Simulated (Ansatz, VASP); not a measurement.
**Two plane-wave programs on Mg3Cd2S5**

```
Mg Cd S
1.0
    -1.89033    1.89033   13.39423
     1.89033   -1.89033   13.39423
     1.89033    1.89033  -13.39423
Mg Cd S
3 2 5
Direct
  0.59675 0.59675 0.00000
  0.40325 0.40325 0.00000
  0.00000 0.00000 0.00000
  0.19839 0.19839 0.00000
  0.80161 0.80161 0.00000
  0.69661 0.69661 0.00000
  0.30339 0.30339 0.00000
  0.90378 0.90378 0.00000
  0.50000 0.50000 0.00000
  0.09622 0.09622 0.00000
```

Alike in both runs: task single point; functional PBE; k mesh 6 × 6 × 6; occupations gaussian, width 0.1 eV; no spin polarisation.

```csv
,VASP,Ansatz
version,VASP 6.6.1,Ansatz 0.2.0
potentials or method,"VASP PAW PBE potentials, release 64 (Mg, Cd, S), cutoff 520 eV","scalar-relativistic, plane waves, PAW"
valence electrons in the cell,60,100
```

|  | VASP | Ansatz | Ansatz less VASP |
| --- | --- | --- | --- |
| gap on the k mesh at the Fermi level (eV) | 1.03 | 1.04 | +0.008 |
| least direct gap on the mesh (eV) | 1.50 | 1.52 | +0.016 |
| pressure (GPa) | 0.0 | 0.0 | -0.03 |
| traceless stress, the component that is largest in VASP (GPa) | -0.05 | 0.00 | +0.049 |
| rms of the force components (eV/Å) | 0.008 | 0.001 | -0.0069 |

Atom by atom the forces differ by 0.009 eV/Å (rms over components). With one functional, cell and mesh, what is left measures potentials, basis and numerics. VASP's potentials hold 60 valence electrons a cell and Ansatz's 100, so a difference there can come from the potentials and not from the codes.
